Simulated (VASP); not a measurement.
# Rh (Fm-3m) in VASP: notebook

Runs on Rh. Level: PBE+D3(BJ). Tasks: single point, relaxation of cell and atoms.

Everything below comes from runs of VASP 6.6.1. Logs are shortened: lines on timing, memory, paths and dates and some standing lists are left out, and cuts for length are marked.

## (1) The cell of the first run

Symmetry: Fm-3m, No. 225, cubic system. Conventional cell: a = 3.793 Å, b = 3.793 Å, c = 3.793 Å, α = 90.00°, β = 90.00°, γ = 90.00°. Within 3.5 Å of Rh (site symmetry m-3m) lie 12 Rh at 2.68 Å.

## (2) Single point, PBE+D3(BJ)

File INCAR:

```
SYSTEM = Rh
PREC = Accurate ; ENCUT = 520
EDIFF = 1E-6 ; ISMEAR = 0
SIGMA = 0.1 ; LREAL = .False.
LASPH = .True. ; NELM = 80
ALGO = Normal ; ISIF = 2
LWAVE = .False. ; LCHARG = .False.
GGA = PE ; IVDW = 12
NBANDS = 14
```

File KPOINTS:

```
regular mesh
0
Gamma
  18 18 18
  0 0 0
```

File POSCAR:

```
Rh
1.0
    0.0000000000      1.8967121525      1.8967121525
    1.8967121525      0.0000000000      1.8967121525
    1.8967121525      1.8967121525      0.0000000000
Rh
1
Direct
    0.0000000000      0.0000000000      0.0000000000
```

Potentials or basis: VASP PAW PBE potentials, release 64 (Rh_pv).

Started as:

```sh
$ cat potpaw_PBE.64/Rh_pv/POTCAR > POTCAR
$ mpirun -np 1 vasp_std > vasp.out
```

OUTCAR:

```text
SYSTEM = Rh
   PREC = Accurate
   ENCUT = 520
   EDIFF = 1E-6
   ISMEAR = 0
   LREAL = .False.
   LASPH = .True.
   NELM = 80
   ISIF = 2
   GGA = PE
   IVDW = 12
 IVDW          = 12

 ion  position               nearest neighbor table
   1  0.000  0.000  0.000-

  LATTYP: Found a face centered cubic cell.
 ALAT       =     3.7934243050

  Lattice vectors:

 A1 = (   0.0000000000,   1.8967121525,   1.8967121525)
 A2 = (   1.8967121525,   0.0000000000,   1.8967121525)
 A3 = (   1.8967121525,   1.8967121525,   0.0000000000)

Analysis of symmetry for initial positions (statically):
=====================================================================
 Subroutine PRICEL returns:
 Original cell was already a primitive cell.

 Routine SETGRP: Setting up the symmetry group for a
 face centered cubic supercell.

 Subroutine GETGRP returns: Found 48 space group operations
 (whereof 48 operations were pure point group operations)
 out of a pool of 48 trial point group operations.

The static configuration has the point symmetry O_h .

Analysis of symmetry for dynamics (positions and initial velocities):
=====================================================================
 Subroutine PRICEL returns:
 Original cell was already a primitive cell.

 Routine SETGRP: Setting up the symmetry group for a
 face centered cubic supercell.

 Subroutine GETGRP returns: Found 48 space group operations
 (whereof 48 operations were pure point group operations)
 out of a pool of 48 trial point group operations.

The dynamic configuration has the point symmetry O_h .

 Subroutine INISYM returns: Found 48 space group operations
 (whereof 48 operations are pure point group operations),
 and found     1 'primitive' translations

----------------------------------------------------------------------------------------

                                     Primitive cell

  volume of cell :      13.6469

  direct lattice vectors                    reciprocal lattice vectors
     0.000000000  1.896712152  1.896712152    -0.263614065  0.263614065  0.263614065
     1.896712152  0.000000000  1.896712152     0.263614065 -0.263614065  0.263614065
     1.896712152  1.896712152  0.000000000     0.263614065  0.263614065 -0.263614065

  length of vectors
     2.682356050  2.682356050  2.682356050     0.456592954  0.456592954  0.456592954

  position of ions in fractional coordinates (direct lattice)
     0.000000000  0.000000000  0.000000000

  ion indices of the primitive-cell ions
   primitive index   ion index
                 1           1

[... 83 lines left out ...]
   NUPDOWN=      -1.0000    fix difference up-down
   EMIN   =  10.00;   EMAX   =-10.00  energy-range for DOS
   EFERMI =   0.00;   METHOD = LEGACY
   ISMEAR =     0;   SIGMA  =   0.10  broadening in eV -4-tet -1-fermi 0-gaus
   EFERMI_NEDOS =   21; number of points for ismear=-14 and -15
   IALGO  =     38    algorithm
   IMIX   =      4    mixing-type and parameters
     AMIX     =   0.40;   BMIX     =  1.00
     AMIX_MAG =   1.60;   BMIX_MAG =  1.00
  volume/ion in A,a.u.               =      13.65        92.09
  Fermi-wavevector in a.u.,A,eV,Ry     =   1.689509  3.192709 38.837020  2.854440
  Thomas-Fermi vector in A             =   2.771623
   LORBIT       =      0    0 simple, 1 ext, 2 COOP (PROOUT), +10 PAW based schemes
   GGA     = PE    functional components
   LHFCALC =     F    Hartree Fock is set to
   AEXX    =    0.0000 exact exchange contribution
   IVDW    =    12    specifies the selected vdW correction
   LEPSILON=     F    determine dielectric tensor
   LRPA    =     F    only Hartree local field effects (RPA)
 non-spin polarized calculation
 Gauss-broadening in eV      SIGMA  =   0.10
  energy-cutoff  :      520.00
  volume of cell :       13.65
 maximum number of plane-waves:       378
   NGX =  9   NGY =  9   NGZ =  9

 number of electron      15.0000007 magnetization

 Free energy of the ion-electron system (eV)
  ---------------------------------------------------
  ext. energy  EPLUGINS =         0.00000000
  ---------------------------------------------------
  free energy    TOTEN  =        -7.25173595 eV

  energy without entropy =       -7.24492993  energy(sigma->0) =       -7.24833294

 E-fermi :  12.0443     XC(G=0): -14.0806

 val. band max:       12.0434766385   @ k =   0.5000   0.3889   0.0556
 cond. band min:      12.0521999888   @ k =  -0.4444   0.3333   0.1667
 fundamental gap:      0.0087233503
 Fermi energy:        12.0443172554

 k-point     1 :       0.0000    0.0000    0.0000
  band No.  band energies     occupation
      1     -34.3577      2.00000
      2     -34.3577      2.00000
      3     -34.3577      2.00000
      4       4.0270      2.00000
      5       8.9243      2.00000
      6       8.9243      2.00000
      7       8.9243      2.00000
      8      11.0338      2.00000
      9      11.0338      2.00000
     10      28.0321      0.00000
     11      32.5382      0.00000
     12      33.5350      0.00000
     13      33.5350      0.00000
     14      33.5350      0.00000
[... 377 lines left out ...]
      1     -34.7204      2.00000
      2     -34.4316      2.00000
      3     -34.3989      2.00000
      4       5.8638      2.00000
      5       8.5831      2.00000
      6       9.3193      2.00000
      7       9.3719      2.00000
      8      10.8384      2.00000
      9      11.5288      2.00000
     10      27.5613      0.00000
     11      29.7721      0.00000
     12      32.5382      0.00000
     13      35.0403      0.00000
     14      36.8805      0.00000

 [... further k-points ...]

------------------------ aborting loop because EDIFF is reached ----------------------------------------

 Edisp (eV)   -0.65235

 E8    (eV) :    -0.2928

  FORCE on cell =-STRESS in cart. coord.  units (eV):
  Direction    XX          YY          ZZ          XY          YZ          ZX
  --------------------------------------------------------------------------------------
  -------------------------------------------------------------------------------------
  Total       0.00214     0.00214     0.00214     0.00000    -0.00000     0.00000
  in kB       0.25113     0.25113     0.25113     0.00000    -0.00000     0.00000
  external pressure =        0.25 kB  Pullay stress =        0.00 kB

 VOLUME and BASIS-vectors are now :
 -----------------------------------------------------------------------------
  energy-cutoff  :      520.00
  volume of cell :       13.65
      direct lattice vectors                 reciprocal lattice vectors
     0.000000000  1.896712152  1.896712152    -0.263614065  0.263614065  0.263614065
     1.896712152  0.000000000  1.896712152     0.263614065 -0.263614065  0.263614065
     1.896712152  1.896712152  0.000000000     0.263614065  0.263614065 -0.263614065

 POSITION                                       TOTAL-FORCE (eV/Angst)
 -----------------------------------------------------------------------------------
      0.00000      0.00000      0.00000         0.000000      0.000000      0.000000
 -----------------------------------------------------------------------------------
    total drift:                                0.000000      0.000000      0.000000

  FREE ENERGIE OF THE ION-ELECTRON SYSTEM (eV)
  ---------------------------------------------------
  free  energy   TOTEN  =        -7.9040831347 eV

  energy  without entropy=       -7.8972771071  energy(sigma->0) =       -7.90068012
```

OSZICAR:

```text
N       E                     dE             d eps       ncg     rms          rms(c)
DAV:   1     0.120936567160E+03    0.12094E+03   -0.87816E+03  5460   0.115E+03
DAV:   2    -0.612480544751E+01   -0.12706E+03   -0.12147E+03  6096   0.343E+02
DAV:   3    -0.774546805662E+01   -0.16207E+01   -0.16185E+01  6468   0.421E+01
DAV:   4    -0.775143278905E+01   -0.59647E-02   -0.59644E-02  6324   0.263E+00
DAV:   5    -0.775148477866E+01   -0.51990E-04   -0.51988E-04  6306   0.217E-01    0.103E+01
DAV:   6    -0.727260157960E+01    0.47888E+00   -0.78378E-01  5778   0.124E+01    0.364E+00
DAV:   7    -0.725529603461E+01    0.17306E-01   -0.18404E-02  6306   0.168E+00    0.169E+00
DAV:   8    -0.725188423903E+01    0.34118E-02   -0.34416E-03  5802   0.790E-01    0.216E-01
DAV:   9    -0.725173460057E+01    0.14964E-03   -0.98891E-05  5838   0.137E-01    0.110E-02
DAV:  10    -0.725173572101E+01   -0.11204E-05   -0.30651E-06  6174   0.218E-02    0.328E-03
DAV:  11    -0.725173595338E+01   -0.23238E-06   -0.28876E-07  3018   0.753E-03
   1 F= -.79040831E+01 E0= -.79006801E+01  d E =-.680603E-02
```

stdout:

```text
POSCAR found type information on POSCAR Rh
 POSCAR found :  1 types and       1 ions
 scaLAPACK will be used
 LDA part: xc-table for (Slater+PW92), standard interpolation
 POSCAR, INCAR and KPOINTS ok, starting setup
 FFT: planning ... GRIDC
 FFT: planning ... GRID_SOFT
 FFT: planning ... GRID
 WAVECAR not read
 entering main loop
```

Run time: 11 s. Hardware: 1 thread of Intel Xeon 6975P-C (Granite Rapids), shared host; peak memory 0.15 GiB.

What came out:

```yaml
Free_energy: -7.9041 eV
Pressure: 0.0 GPa
Dispersion_energy_per_atom: -0.652 eV
```

Levels at points of the mesh, in eV from the Fermi level:
| k point | band 5 | band 6 | band 7 | band 8 | band 9 | band 10 |
| --- | --- | --- | --- | --- | --- | --- |
| (0.00, 0.00, 0.00) | -3.12 | -3.12 | -3.12 | -1.01 | -1.01 | 15.99 |
| (0.50, 0.00, 0.00) | -3.20 | -3.20 | 0.57 | 0.57 | 0.72 | 8.71 |
| (0.50, 0.50, 0.00) | -6.02 | 0.54 | 0.99 | 0.99 | 3.27 | 12.36 |

Caveat: pairwise dispersion overbinds metals, which lowers pressure and volume.

## (3) Relaxation of cell and atoms, PBE+D3(BJ)

This run uses another cell than the first one, of 14.05 Å³/atom, 1.029 times its volume.

File INCAR:

```
ALGO = Normal
EDIFF = 1E-6
EDIFFG = -0.005
ENCUT = 600
GGA = PE
IBRION = 2
ISIF = 3
ISMEAR = 0
IVDW = 12
LASPH = True
LCHARG = False
LREAL = False
LWAVE = False
NELM = 100
NSW = 70
PREC = Accurate
SIGMA = 0.1
```

File KPOINTS:

```
k-points
0
Gamma
  18 18 18
```

File POSCAR:

```
Rh
1.0
    0.0000000000      1.9149890286      1.9149890286
    1.9149890286      0.0000000000      1.9149890286
    1.9149890286      1.9149890286      0.0000000000
Rh
1
Direct
    0.0000000000      0.0000000000      0.0000000000
```

Potentials or basis: VASP PAW PBE potentials, release 64 (Rh_pv).

Started as:

```sh
$ cat potpaw_PBE.64/Rh_pv/POTCAR > POTCAR
$ mpirun -np 1 vasp_std > vasp.out
```

OUTCAR:

```text
EDIFF = 1E-6
   EDIFFG = -0.005
   ENCUT = 600
   GGA = PE
   IBRION = 2
   ISIF = 3
   ISMEAR = 0
   IVDW = 12
   LASPH = True
   LREAL = False
   NELM = 100
   NSW = 70
   PREC = Accurate
 IVDW          = 12

 ion  position               nearest neighbor table
   1  0.000  0.000  0.000-

  LATTYP: Found a face centered cubic cell.
 ALAT       =     3.8299780572

  Lattice vectors:

 A1 = (   0.0000000000,   1.9149890286,   1.9149890286)
 A2 = (   1.9149890286,   0.0000000000,   1.9149890286)
 A3 = (   1.9149890286,   1.9149890286,   0.0000000000)

Analysis of symmetry for initial positions (statically):
=====================================================================
 Subroutine PRICEL returns:
 Original cell was already a primitive cell.

 Routine SETGRP: Setting up the symmetry group for a
 face centered cubic supercell.

 Subroutine GETGRP returns: Found 48 space group operations
 (whereof 48 operations were pure point group operations)
 out of a pool of 48 trial point group operations.

The static configuration has the point symmetry O_h .

Analysis of symmetry for dynamics (positions and initial velocities):
=====================================================================
 Subroutine PRICEL returns:
 Original cell was already a primitive cell.

 Routine SETGRP: Setting up the symmetry group for a
 face centered cubic supercell.

 Subroutine GETGRP returns: Found 48 space group operations
 (whereof 48 operations were pure point group operations)
 out of a pool of 48 trial point group operations.

The dynamic configuration has the point symmetry O_h .

 Subroutine INISYM returns: Found 48 space group operations
 (whereof 48 operations are pure point group operations),
 and found     1 'primitive' translations

----------------------------------------------------------------------------------------

                                     Primitive cell

  volume of cell :      14.0452

  direct lattice vectors                    reciprocal lattice vectors
[... 99 lines left out ...]
   EFERMI =   0.00;   METHOD = LEGACY
   ISMEAR =     0;   SIGMA  =   0.10  broadening in eV -4-tet -1-fermi 0-gaus
   EFERMI_NEDOS =   21; number of points for ismear=-14 and -15
   IALGO  =     38    algorithm
   IMIX   =      4    mixing-type and parameters
     AMIX     =   0.40;   BMIX     =  1.00
     AMIX_MAG =   1.60;   BMIX_MAG =  1.00
  volume/ion in A,a.u.               =      14.05        94.78
  Fermi-wavevector in a.u.,A,eV,Ry     =   1.673384  3.162237 38.099227  2.800214
  Thomas-Fermi vector in A             =   2.758365
   LORBIT       =      0    0 simple, 1 ext, 2 COOP (PROOUT), +10 PAW based schemes
   GGA     = PE    functional components
   LHFCALC =     F    Hartree Fock is set to
   AEXX    =    0.0000 exact exchange contribution
   IVDW    =    12    specifies the selected vdW correction
   LEPSILON=     F    determine dielectric tensor
   LRPA    =     F    only Hartree local field effects (RPA)
 conjugate gradient relaxation of ions
 non-spin polarized calculation
 Gauss-broadening in eV      SIGMA  =   0.10
  energy-cutoff  :      600.00
  volume of cell :       14.05
 maximum number of plane-waves:       489
 NGX is ok and might be reduce to    24
   NGX = 11   NGY = 11   NGZ = 11

--------------------------------------- Ionic step        1  -------------------------------------------

 number of electron      15.0000000 magnetization

 Free energy of the ion-electron system (eV)
  ---------------------------------------------------
  ext. energy  EPLUGINS =         0.00000000
  ---------------------------------------------------
  free energy    TOTEN  =        -7.26188831 eV

  energy without entropy =       -7.25472356  energy(sigma->0) =       -7.25830594

------------------------ aborting loop because EDIFF is reached ----------------------------------------

 Edisp (eV)   -0.63308

 E8    (eV) :    -0.2840
[... 186 lines left out ...]
--------------------------------------- Ionic step        6  -------------------------------------------

 number of electron      15.0000002 magnetization

 Free energy of the ion-electron system (eV)
  ---------------------------------------------------
  ext. energy  EPLUGINS =         0.00000000
  ---------------------------------------------------
  free energy    TOTEN  =        -7.25240603 eV

  energy without entropy =       -7.24560187  energy(sigma->0) =       -7.24900395

 E-fermi :  12.0472     XC(G=0): -14.0818

 val. band max:       12.0463492318   @ k =   0.5000   0.3889   0.0556
 cond. band min:      12.0550886738   @ k =  -0.4444   0.3333   0.1667
 fundamental gap:      0.0087394420
 Fermi energy:        12.0471927193

 k-point     1 :       0.0000    0.0000    0.0000
  band No.  band energies     occupation
      1     -34.3563      2.00000
      2     -34.3563      2.00000
      3     -34.3563      2.00000
      4       4.0282      2.00000
      5       8.9262      2.00000
      6       8.9262      2.00000
      7       8.9262      2.00000
      8      11.0364      2.00000
      9      11.0364      2.00000
     10      28.0353      0.00000
     11      32.5427      0.00000
[... 309 lines left out ...]
 k-point    24 :      -0.2222    0.0556    0.0000
  band No.  band energies     occupation
      1     -34.7193      2.00000
      2     -34.4304      2.00000
      3     -34.3977      2.00000
      4       5.8652      2.00000
      5       8.5851      2.00000
      6       9.3213      2.00000
      7       9.3739      2.00000
      8      10.8409      2.00000
      9      11.5315      2.00000
     10      27.5655      0.00000
     11      29.7759      0.00000

 [... further k-points ...]

------------------------ aborting loop because EDIFF is reached ----------------------------------------

 Edisp (eV)   -0.65247

 E8    (eV) :    -0.2929
[... 24 lines left out ...]
  FREE ENERGIE OF THE ION-ELECTRON SYSTEM (eV)
  ---------------------------------------------------
  free  energy   TOTEN  =        -7.9048759628 eV

  energy  without entropy=       -7.8980718073  energy(sigma->0) =       -7.90147389

 reached required accuracy - stopping structural energy minimisation
```

It took 35 s on 1 thread of Intel Xeon 6975P-C (Granite Rapids), shared host; peak memory 0.18 GiB.

What came out:

- Free energy: -7.9049 eV
- Relaxed volume: 13.64 Å³/atom
- Relaxed cell: a = 2.682 Å, b = 2.682 Å, c = 2.682 Å, α = 60.00°, β = 60.00°, γ = 60.00°
- Space group after relaxing (to 0.05 Å): Fm-3m (No. 225)
- Energy gained by relaxing: 9.9 meV/atom
- Ionic steps: 6
- Pressure after relaxing: 0.0 GPa
- Dispersion energy per atom: -0.652 eV

Step by step:
| step | energy change (eV) | largest force (eV/Å) | pressure (GPa) | volume (Å³) |
| --- | --- | --- | --- | --- |
| 1 | 0.0000 | 0.0000 | -7.63 | 14.05 |
| 2 | 0.0524 | 0.0000 | 23.47 | 12.73 |
| 3 | -0.0099 | 0.0000 | -0.24 | 13.65 |
| 4 | -0.0099 | 0.0000 | 0.07 | 13.64 |
| 5 | -0.0099 | 0.0000 | -0.20 | 13.65 |
| 6 | -0.0099 | 0.0000 | 0.00 | 13.64 |

Final structure:
```yaml
crystal:
  lattice:
    - [0.00000, 1.89660, 1.89660]
    - [1.89660, 0.00000, 1.89660]
    - [1.89660, 1.89660, 0.00000]
  atoms:
    - { symbol: Rh, position: [0.00000, 0.00000, 0.00000] }
```

Levels at points of the mesh, in eV from the Fermi level:
| k point | band 4 | band 5 | band 6 | band 7 | band 8 | band 9 | band 10 | band 11 |
| --- | --- | --- | --- | --- | --- | --- | --- | --- |
| (0.00, 0.00, 0.00) | -8.02 | -3.12 | -3.12 | -3.12 | -1.01 | -1.01 | 15.99 | 20.50 |
| (0.50, 0.00, 0.00) | -6.19 | -3.20 | -3.20 | 0.57 | 0.57 | 0.72 | 8.71 | 15.50 |
| (0.50, 0.50, 0.00) | -6.39 | -6.02 | 0.54 | 0.99 | 0.99 | 3.27 | 12.37 | 13.37 |

Caveat: pairwise dispersion overbinds metals, which lowers pressure and volume.
